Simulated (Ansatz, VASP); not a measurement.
**SnO2: VASP beside Ansatz**

File INCAR:

```
  ALGO = Normal
  EDIFF = 1E-6
  ENCUT = 520
  GGA = CA
  ISIF = 2
  ISMEAR = -1
  LASPH = True
  LCHARG = False
  LREAL = False
  LWAVE = False
  NBANDS = 20
  NELM = 100
  PREC = Accurate
  SIGMA = 0.05
```

Contents of KPOINTS:

```
k-points
0
Gamma
  9 9 9
```

POSCAR

```
SnO2
1.0
    0.0000000000      2.6080242793      2.6080242793
    2.6080242793      0.0000000000      2.6080242793
    2.6080242793      2.6080242793      0.0000000000
Sn O
1 2
Direct
    0.0000000000      0.0000000000      0.0000000000
    0.7500000000      0.7500000000      0.7500000000
    0.2500000000      0.2500000000      0.2500000000
```

Contents of input.yaml:

```yaml
crystal:
  lattice:
    - [0.0, 2.6080242793, 2.6080242793]
    - [2.6080242793, 0.0, 2.6080242793]
    - [2.6080242793, 2.6080242793, 0.0]
  atoms:
    - { symbol: Sn, position: [0.0, 0.0, 0.0] }
    - { symbol: O, position: [0.75, 0.75, 0.75] }
    - { symbol: O, position: [0.25, 0.25, 0.25] }
kpoints:
  mp_grid: { grid: [9, 9, 9] }
scf:
  occupations: { method: fermi_dirac, width: 0.05 }
hamiltonian:
  xc: lda
  pseudopotentials: { kind: all_electron, lapw: { basis_error: 0.002 } }
output:
  forces: true
  stress: true
  eigenvalues: true
```

Change from the starting cell: volume scaled by 1.04.

Alike in both runs: task single point; functional LDA; k mesh 9 × 9 × 9; occupations fermi-dirac, width 0.05 eV; no spin polarisation.

|  | VASP | Ansatz |
| --- | --- | --- |
| version | VASP 6.6.1 | Ansatz 0.2.0 |
| potentials or method | VASP PAW LDA potentials, release 64 (Sn_d, O), cutoff 520 eV | all-electron LAPW, scalar-relativistic |

```csv
,VASP,Ansatz,Ansatz less VASP
gap on the k mesh at the Fermi level (eV),none,none,-
pressure (GPa),-17.4,-18.0,-0.60
```

LDA's correlation is that of Perdew and Zunger in VASP and of Perdew and Wang (1992) in Ansatz. A gap of «none» marks a metal or a gap that the smearing closes. Ansatz ran all-electron here, and VASP with PAW potentials.
